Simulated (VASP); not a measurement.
# Zr (Im-3m) in VASP: settings compared

The runs below take Zr through single point, with PBE, HSE06.

All numbers are computed with VASP 6.6.1; they aren't measurements. Logs are shortened: lines on timing, memory, paths and dates and some standing lists are left out, and cuts for length are marked.

## 1. The cell of the first run

Symmetry: Im-3m, No. 229, cubic system. Conventional cell: a = 3.571 Å, b = 3.571 Å, c = 3.571 Å, α = 90.00°, β = 90.00°, γ = 90.00°. Zr (site symmetry m-3m) has 14 Zr at 3.09 to 3.57 Å within 4.1 Å.

## 2. Single point, PBE

Input file INCAR:

```
PREC     = Accurate       # precision mode
ENCUT    = 500            # plane-wave cutoff, eV
EDIFF    = 1E-6           # SCF threshold, eV
ISMEAR   = -1             # smearing method
SIGMA    = 0.05           # smearing width, eV
LREAL    = False          # projectors in reciprocal space
LASPH    = True           # aspherical terms in the spheres
NELM     = 120            # most SCF steps
ALGO     = Normal         # electronic algorithm
ISIF     = 2              # what is computed and relaxed
LWAVE    = False          # write WAVECAR
LCHARG   = False          # write CHGCAR
GGA      = PE             # functional
NBANDS   = 12             # bands
GGA_COMPAT= False
```

Input file KPOINTS:

```
Automatic mesh
0
Gamma
  10 10 10
```

Input file POSCAR:

```
Zr
1.0
   -1.7855375418      1.7855375418      1.7855375418
    1.7855375418     -1.7855375418      1.7855375418
    1.7855375418      1.7855375418     -1.7855375418
Zr
1
Direct
    0.0000000000      0.0000000000      0.0000000000
```

Potentials or basis: VASP PAW PBE potentials, release 64 (Zr_sv).

Command:

```console
$ cat potpaw_PBE.64/Zr_sv/POTCAR > POTCAR
$ mpirun -np 1 vasp_std > vasp.out
```

OUTCAR:

```text
PREC = Accurate
   ENCUT = 500
   EDIFF = 1E-6
   ISMEAR = -1
   LREAL = False
   LASPH = True
   NELM = 120
   ISIF = 2
   GGA = PE

 ion  position               nearest neighbor table
   1  0.000  0.000  0.000-

  LATTYP: Found a body centered cubic cell.
 ALAT       =     3.5710750836

  Lattice vectors:

 A1 = (  -1.7855375418,   1.7855375418,   1.7855375418)
 A2 = (   1.7855375418,  -1.7855375418,   1.7855375418)
 A3 = (   1.7855375418,   1.7855375418,  -1.7855375418)

Analysis of symmetry for initial positions (statically):
=====================================================================
 Subroutine PRICEL returns:
 Original cell was already a primitive cell.

 Routine SETGRP: Setting up the symmetry group for a
 body centered cubic supercell.

 Subroutine GETGRP returns: Found 48 space group operations
 (whereof 48 operations were pure point group operations)
 out of a pool of 48 trial point group operations.

The static configuration has the point symmetry O_h .

Analysis of symmetry for dynamics (positions and initial velocities):
=====================================================================
 Subroutine PRICEL returns:
 Original cell was already a primitive cell.

 Routine SETGRP: Setting up the symmetry group for a
 body centered cubic supercell.

 Subroutine GETGRP returns: Found 48 space group operations
 (whereof 48 operations were pure point group operations)
 out of a pool of 48 trial point group operations.

The dynamic configuration has the point symmetry O_h .

 Subroutine INISYM returns: Found 48 space group operations
 (whereof 48 operations are pure point group operations),
 and found     1 'primitive' translations

----------------------------------------------------------------------------------------

                                     Primitive cell

  volume of cell :      22.7702

  direct lattice vectors                    reciprocal lattice vectors
    -1.785537542  1.785537542  1.785537542     0.000000000  0.280027716  0.280027716
     1.785537542 -1.785537542  1.785537542     0.280027716  0.000000000  0.280027716
     1.785537542  1.785537542 -1.785537542     0.280027716  0.280027716  0.000000000

  length of vectors
     3.092641741  3.092641741  3.092641741     0.396018994  0.396018994  0.396018994

  position of ions in fractional coordinates (direct lattice)
     0.000000000  0.000000000  0.000000000

  ion indices of the primitive-cell ions
   primitive index   ion index
                 1           1

----------------------------------------------------------------------------------------

 KPOINTS: Automatic mesh

Automatic generation of k-mesh.
 Grid dimensions read from file:
 generate k-points for:   10   10   10

 Generating k-lattice:

  Cartesian coordinates                     Fractional coordinates (reciprocal lattice)
     0.000000000  0.028002772  0.028002772     0.100000000  0.000000000  0.000000000
     0.028002772  0.000000000  0.028002772     0.000000000  0.100000000  0.000000000
     0.028002772  0.028002772  0.000000000     0.000000000  0.000000000  0.100000000

  Length of vectors
     0.039601899  0.039601899  0.039601899

  Shift w.r.t. Gamma in fractional coordinates (k-lattice)
     0.000000000  0.000000000  0.000000000

 Subroutine IBZKPT returns following result:
 ===========================================

 Found     47 irreducible k-points:

 Following reciprocal coordinates:
            Coordinates               Weight
  0.000000  0.000000  0.000000      1.000000
  0.100000  0.000000  0.000000     12.000000
  0.200000  0.000000  0.000000     12.000000
  0.300000  0.000000  0.000000     12.000000
  0.400000  0.000000  0.000000     12.000000
  0.500000  0.000000  0.000000      6.000000
[... 16 lines left out ...]
  0.300000  0.300000  0.100000      8.000000
 -0.300000  0.300000  0.100000     24.000000
 [... further k-points ...]
   k-points           NKPTS =     47   k-points in BZ     NKDIM =     47   number of bands    NBANDS=     12
   number of dos      NEDOS =    301   number of ions     NIONS =      1
   total plane-waves  NPLWV =  13824
   dimension x,y,z NGX =    24 NGY =   24 NGZ =   24
   dimension x,y,z NGXF=    48 NGYF=   48 NGZF=   48
   ions per type =               1
   NGX,Y,Z   is equivalent  to a cutoff of  12.90, 12.90, 12.90 a.u.
   NGXF,Y,Z  is equivalent  to a cutoff of  25.80, 25.80, 25.80 a.u.
 SYSTEM =  unknown system
   PREC   = accura    normal or accurate (medium, high low for compatibility)
   ISTART =      0    job   : 0-new  1-cont  2-samecut
   ICHARG =      2    charge: 1-file 2-atom 10-const
   ISPIN  =      1    spin polarized calculation?
   LNONCOLLINEAR =      F non collinear calculations
   LSORBIT =      F    spin-orbit coupling
   LASPH  =      T    aspherical Exc in radial PAW
   ENCUT  =  500.0 eV  36.75 Ry    6.06 a.u.   5.64  5.64  5.64*2*pi/ulx,y,z
   NELM   =    120;   NELMIN=  2; NELMDL= -5     # of ELM steps
   EDIFF  = 0.1E-05   stopping-criterion for ELM
   LREAL  =      F    real-space projection
   EDIFFG = 0.1E-04   stopping-criterion for IOM
   NSW    =      0    number of steps for IOM
   IBRION =     -1    ionic relax: 0-MD 1-quasi-New 2-CG
   NFREE  =      0    steps in history (QN), initial steepest desc. (CG)
   ISIF   =      2    stress and relaxation
   ISYM   =      2    0-nonsym 1-usesym 2-fastsym
   POTIM  = 0.5000    time-step for ionic-motion
   TEBEG  =    0.0;   TEEND  =   0.0 temperature during run
   PSTRESS=    0.0 pullay stress
   NELECT =      12.0000    total number of electrons
   NUPDOWN=      -1.0000    fix difference up-down
   EMIN   =  10.00;   EMAX   =-10.00  energy-range for DOS
   EFERMI =   0.00;   METHOD = LEGACY
   ISMEAR =    -1;   SIGMA  =   0.05  broadening in eV -4-tet -1-fermi 0-gaus
   EFERMI_NEDOS =   21; number of points for ismear=-14 and -15
   IALGO  =     38    algorithm
   IMIX   =      4    mixing-type and parameters
     AMIX     =   0.40;   BMIX     =  1.00
     AMIX_MAG =   1.60;   BMIX_MAG =  1.00
  volume/ion in A,a.u.               =      22.77       153.66
  Fermi-wavevector in a.u.,A,eV,Ry     =   1.322350  2.498878 23.791260  1.748608
  Thomas-Fermi vector in A             =   2.452037
   LORBIT       =      0    0 simple, 1 ext, 2 COOP (PROOUT), +10 PAW based schemes
   GGA     = PE    functional components
   LHFCALC =     F    Hartree Fock is set to
   AEXX    =    0.0000 exact exchange contribution
   IVDW    =     0    specifies the selected vdW correction
   LEPSILON=     F    determine dielectric tensor
   LRPA    =     F    only Hartree local field effects (RPA)
 non-spin polarized calculation
  energy-cutoff  :      500.00
  volume of cell :       22.77
 maximum number of plane-waves:       603
   NGX = 11   NGY = 11   NGZ = 11

 number of electron      12.0000000 magnetization

 Free energy of the ion-electron system (eV)
  ---------------------------------------------------
  ext. energy  EPLUGINS =         0.00000000
  ---------------------------------------------------
  free energy    TOTEN  =        -8.44726817 eV

  energy without entropy =       -8.43231111  energy(sigma->0) =       -8.43978964

 E-fermi :   9.0029     XC(G=0): -11.1758

 val. band max:        8.9601546847   @ k =   0.2000   0.2000   0.0000
 cond. band min:       9.0256177698   @ k =   0.2000   0.1000   0.0000
 fundamental gap:      0.0654630851
 Fermi energy:         9.0029480249

 k-point     1 :       0.0000    0.0000    0.0000
  band No.  band energies     occupation
      1     -39.4792      2.00000
      2     -16.9610      2.00000
      3     -16.9610      2.00000
      4     -16.9610      2.00000
      5       3.5551      2.00000
      6      10.0988      0.00000
      7      10.0988      0.00000
      8      10.0988      0.00000
      9      12.6288      0.00000
     10      12.6288      0.00000
     11      21.4200      0.00000
     12      21.4200      0.00000

 k-point     2 :       0.1000    0.0000    0.0000
  band No.  band energies     occupation
      1     -39.4636      2.00000
      2     -17.0669      2.00000
      3     -16.9932      2.00000
      4     -16.9618      2.00000
      5       3.8990      2.00000
      6       9.8721      0.00000
      7      10.0081      0.00000
      8      10.4357      0.00000
      9      12.3135      0.00000
     10      12.6282      0.00000
     11      21.7052      0.00000
     12      22.0412      0.00000

 k-point     3 :       0.2000    0.0000    0.0000
  band No.  band energies     occupation
      1     -39.4225      2.00000
      2     -17.3364      2.00000
      3     -17.0765      2.00000
      4     -16.9640      2.00000
      5       4.7988      2.00000
      6       9.3462      0.00208
      7       9.6078      0.00001
      8      11.4090      0.00000
      9      12.0854      0.00000
     10      12.6821      0.00000
     11      21.9290      0.00000
     12      23.2753      0.00000
[... 286 lines left out ...]
 k-point    23 :       0.3000    0.3000    0.1000
  band No.  band energies     occupation
      1     -39.3000      2.00000
      2     -17.6218      2.00000
      3     -17.6218      2.00000
      4     -17.1855      2.00000
      5       7.7158      2.00000
      6       8.6610      1.99786
      7       8.6610      1.99786
      8      13.2704      0.00000
      9      13.2704      0.00000
     10      17.1164      0.00000
     11      18.9256      0.00000
     12      18.9256      0.00000

 k-point    24 :      -0.3000    0.3000    0.1000
  band No.  band energies     occupation
      1     -39.3586      2.00000
      2     -17.6407      2.00000
      3     -17.2136      2.00000
      4     -17.0433      2.00000
      5       6.0587      2.00000
      6       9.1170      0.18543
      7       9.1425      0.11572
      8      11.4981      0.00000
      9      12.7735      0.00000
     10      13.4215      0.00000
     11      20.9708      0.00000
     12      22.7579      0.00000

 [... further k-points ...]
[... 5 lines left out ...]
  --------------------------------------------------------------------------------------
  -------------------------------------------------------------------------------------
  Total       -0.0149536     -0.0149536     -0.0149536     -0.0000000     -0.0000000      0.0000000
  in kB       -1.0521808     -1.0521808     -1.0521808     -0.0000000     -0.0000000      0.0000000
  external PRESSURE =      -1.0521808 kB  Pullay stress =       0.0000000 kB

 VOLUME and BASIS-vectors are now :
 -----------------------------------------------------------------------------
  energy-cutoff  :      500.00
  volume of cell :       22.77
      direct lattice vectors                 reciprocal lattice vectors
    -1.785537542  1.785537542  1.785537542     0.000000000  0.280027716  0.280027716
     1.785537542 -1.785537542  1.785537542     0.280027716  0.000000000  0.280027716
     1.785537542  1.785537542 -1.785537542     0.280027716  0.280027716  0.000000000

 POSITION                                       TOTAL-FORCE (eV/Angst)
 -----------------------------------------------------------------------------------
      0.00000      0.00000      0.00000         0.000000     -0.000000      0.000000
 -----------------------------------------------------------------------------------
    total drift:                                0.000000      0.000000     -0.000000

  FREE ENERGIE OF THE ION-ELECTRON SYSTEM (eV)
  ---------------------------------------------------
  free  energy   TOTEN  =        -8.4472681710 eV

  energy  without entropy=       -8.4323111105  energy(sigma->0) =       -8.43978964
```

It took 7.6 s on 1 thread of Intel Xeon Platinum 8375C at 2.90GHz (Ice Lake), shared host; peak memory 0.14 GiB.

Results:

| Item | Value |
| --- | --- |
| Free energy | -8.4473 eV |
| Pressure | -0.1 GPa |
| Band gap on the k mesh | zero (band 6 reaches 10.10 eV, above the bottom of band 7 at 8.33 eV) |

Levels at points of the mesh, in eV from the Fermi level:
```
           k point  band 4  band 5  band 6  band 7  band 8  band 9
(0.00, 0.00, 0.00)  -25.96   -5.45    1.10    1.10    1.10    3.63
(0.50, 0.00, 0.00)  -25.97   -2.88   -0.74    1.64    3.63    4.31
(0.50, 0.50, 0.50)  -26.67   -2.67   -2.67    5.74    5.74    5.74
```

## 3. Single point, PBE

This run uses another cell than the first one, of 23.24 Å³/atom, 1.021 times its volume.

Input file INCAR:

```
PREC = Accurate
ENCUT = 500
EDIFF = 1E-6
ISMEAR = -1
SIGMA = 0.05
LREAL = F
LASPH = T
NELM = 120
ALGO = Normal
ISIF = 2
LWAVE = F
LCHARG = F
GGA = PE
NBANDS = 12
GGA_COMPAT = F
```

KPOINTS is that of step 2.

Input file POSCAR:

```
Zr
1.0
   -1.7978519830      1.7978519830      1.7978519830
    1.7978519830     -1.7978519830      1.7978519830
    1.7978519830      1.7978519830     -1.7978519830
Zr
1
Direct
    0.0000000000      0.0000000000      0.0000000000
```

Potentials or basis: VASP PAW PBE potentials, release 64 (Zr_sv).

Command:

```console
$ cat potpaw_PBE.64/Zr_sv/POTCAR > POTCAR
$ mpirun -np 1 vasp_std > vasp.out
```

OUTCAR:

```text
PREC = Accurate
   ENCUT = 500
   EDIFF = 1E-6
   ISMEAR = -1
   LREAL = F
   LASPH = T
   NELM = 120
   ISIF = 2
   GGA = PE

 ion  position               nearest neighbor table
   1  0.000  0.000  0.000-

  LATTYP: Found a body centered cubic cell.
 ALAT       =     3.5957039660

  Lattice vectors:

 A1 = (  -1.7978519830,   1.7978519830,   1.7978519830)
 A2 = (   1.7978519830,  -1.7978519830,   1.7978519830)
 A3 = (   1.7978519830,   1.7978519830,  -1.7978519830)

Analysis of symmetry for initial positions (statically):
=====================================================================
 Subroutine PRICEL returns:
 Original cell was already a primitive cell.

 Routine SETGRP: Setting up the symmetry group for a
 body centered cubic supercell.

 Subroutine GETGRP returns: Found 48 space group operations
 (whereof 48 operations were pure point group operations)
 out of a pool of 48 trial point group operations.

The static configuration has the point symmetry O_h .

Analysis of symmetry for dynamics (positions and initial velocities):
[... 168 lines left out ...]
      4     -17.2639      2.00000
      5       3.3585      2.00000
      6       9.8580      0.00000
      7       9.8580      0.00000
      8       9.8580      0.00000
      9      12.3320      0.00000
     10      12.3320      0.00000
     11      21.1225      0.00000
     12      21.1225      0.00000
[... 331 lines left out ...]
 k-point    24 :      -0.3000    0.3000    0.1000
  band No.  band energies     occupation
      1     -39.6413      2.00000
      2     -17.8997      2.00000
      3     -17.5011      2.00000
      4     -17.3407      2.00000
      5       5.8351      2.00000
      6       8.9022      0.14626
      7       8.9152      0.11468
      8      11.2274      0.00000
      9      12.4639      0.00000
     10      13.0922      0.00000
     11      20.5940      0.00000
     12      22.2966      0.00000

 [... further k-points ...]

------------------------ aborting loop because EDIFF is reached ----------------------------------------

  FORCE on cell =-STRESS in cart. coord.  units (eV):
  Direction    XX          YY          ZZ          XY          YZ          ZX
  --------------------------------------------------------------------------------------
  -------------------------------------------------------------------------------------
  Total       -0.2601318     -0.2601318     -0.2601318      0.0000000      0.0000000     -0.0000000
  in kB      -17.9300798    -17.9300798    -17.9300798      0.0000000      0.0000000     -0.0000000
  external PRESSURE =     -17.9300798 kB  Pullay stress =       0.0000000 kB

 VOLUME and BASIS-vectors are now :
 -----------------------------------------------------------------------------
  energy-cutoff  :      500.00
  volume of cell :       23.24
      direct lattice vectors                 reciprocal lattice vectors
    -1.797851983  1.797851983  1.797851983     0.000000000  0.278109658  0.278109658
     1.797851983 -1.797851983  1.797851983     0.278109658  0.000000000  0.278109658
     1.797851983  1.797851983 -1.797851983     0.278109658  0.278109658  0.000000000

 POSITION                                       TOTAL-FORCE (eV/Angst)
 -----------------------------------------------------------------------------------
      0.00000      0.00000      0.00000        -0.000000     -0.000000      0.000000
 -----------------------------------------------------------------------------------
    total drift:                                0.000000      0.000000     -0.000000

  FREE ENERGIE OF THE ION-ELECTRON SYSTEM (eV)
  ---------------------------------------------------
  free  energy   TOTEN  =        -8.4445712733 eV

  energy  without entropy=       -8.4287689463  energy(sigma->0) =       -8.43667011
```

OSZICAR:

```text
N       E                     dE             d eps       ncg     rms          rms(c)
DAV:   1     0.862195291377E+02    0.86220E+02   -0.68204E+03  1128   0.974E+02
DAV:   2    -0.567867908343E+01   -0.91898E+02   -0.89568E+02  1340   0.271E+02
DAV:   3    -0.872177739987E+01   -0.30431E+01   -0.30013E+01  1692   0.404E+01
DAV:   4    -0.877200291525E+01   -0.50226E-01   -0.50174E-01  1304   0.497E+00
DAV:   5    -0.877300058510E+01   -0.99767E-03   -0.99766E-03  1648   0.498E-01    0.102E+01
DAV:   6    -0.849157146851E+01    0.28143E+00   -0.37268E-01  1212   0.561E+00    0.405E+00
DAV:   7    -0.844165464948E+01    0.49917E-01   -0.18924E-01  1348   0.380E+00    0.653E-01
DAV:   8    -0.844457588196E+01   -0.29212E-02   -0.11262E-02  1344   0.120E+00    0.111E-01
DAV:   9    -0.844458302445E+01   -0.71425E-05   -0.44561E-04  1480   0.184E-01    0.244E-02
DAV:  10    -0.844457321496E+01    0.98095E-05   -0.20320E-05  1396   0.474E-02    0.131E-02
DAV:  11    -0.844457130023E+01    0.19147E-05   -0.15849E-06  1012   0.144E-02    0.251E-03
DAV:  12    -0.844457127332E+01    0.26904E-07   -0.19209E-07   672   0.488E-03
   1 F= -.84445713E+01 E0= -.84366701E+01  d E =-.158023E-01
```

stdout:

```text
POSCAR found type information on POSCAR Zr
 POSCAR found :  1 types and       1 ions
 scaLAPACK will be used
 LDA part: xc-table for (Slater+PW92), standard interpolation
 POSCAR, INCAR and KPOINTS ok, starting setup
 FFT: planning ... GRIDC
 FFT: planning ... GRID_SOFT
 FFT: planning ... GRID
 WAVECAR not read
 entering main loop
```

Run time: 7.1 s. Hardware: 1 thread of Intel Xeon Platinum 8375C at 2.90GHz (Ice Lake), shared host; peak memory 0.14 GiB.

Results:

```
Free energy            : -8.4446 eV
Pressure               : -1.8 GPa
Band gap on the k mesh : zero (band 6 reaches 9.86 eV, above the bottom of band 7 at 8.07 eV)
```

## 4. Single point, PBE

This run uses another cell than the first one, of 25.14 Å³/atom, 1.104 times its volume.

Input file INCAR:

```
SYSTEM = Zr
PREC = Accurate
ENCUT = 500
EDIFF = 1E-6
ISMEAR = -1
SIGMA = 0.05
LREAL = .FALSE.
LASPH = .TRUE.
NELM = 120
ALGO = Normal
ISIF = 2
LWAVE = .FALSE.
LCHARG = .FALSE.
GGA = PE
NBANDS = 12
GGA_COMPAT = .FALSE.
```

Input file KPOINTS:

```
Automatic mesh
0
G
  10 10 10
  0 0 0
```

Input file POSCAR:

```
Zr
1.0
   -1.8454992086      1.8454992086      1.8454992086
    1.8454992086     -1.8454992086      1.8454992086
    1.8454992086      1.8454992086     -1.8454992086
Zr
1
Direct
    0.0000000000      0.0000000000      0.0000000000
```

Command:

```console
$ cat potpaw_PBE.64/Zr_sv/POTCAR > POTCAR
$ mpirun -np 1 vasp_std > vasp.out
```

Run time: 6.7 s. Hardware: 1 thread of Intel Xeon Platinum 8375C at 2.90GHz (Ice Lake), shared host; peak memory 0.14 GiB.

Results (log left out):

```yaml
Free_energy: -8.3897 eV
Pressure: -7.3 GPa
Band_gap_on_the_k_mesh: zero (band 6 reaches 8.97 eV, above the bottom of band 7 at 7.23 eV)
```

Levels at points of the mesh, in eV from the Fermi level:
```
           k point  band 2  band 3  band 4  band 5  band 6  band 7  band 8  band 9  band 10  band 11
(0.00, 0.00, 0.00)  -26.30  -26.30  -26.30   -5.26    1.05    1.05    1.05    3.31     3.31    12.10
(0.50, 0.00, 0.00)  -27.05  -26.54  -26.31   -2.60   -0.57    1.28    3.27    3.88     5.71     9.24
(0.50, 0.50, 0.50)  -26.83  -26.83  -26.83   -2.26   -2.26    5.12    5.12    5.12     6.82     6.82
```

[end of part 1 of 2]
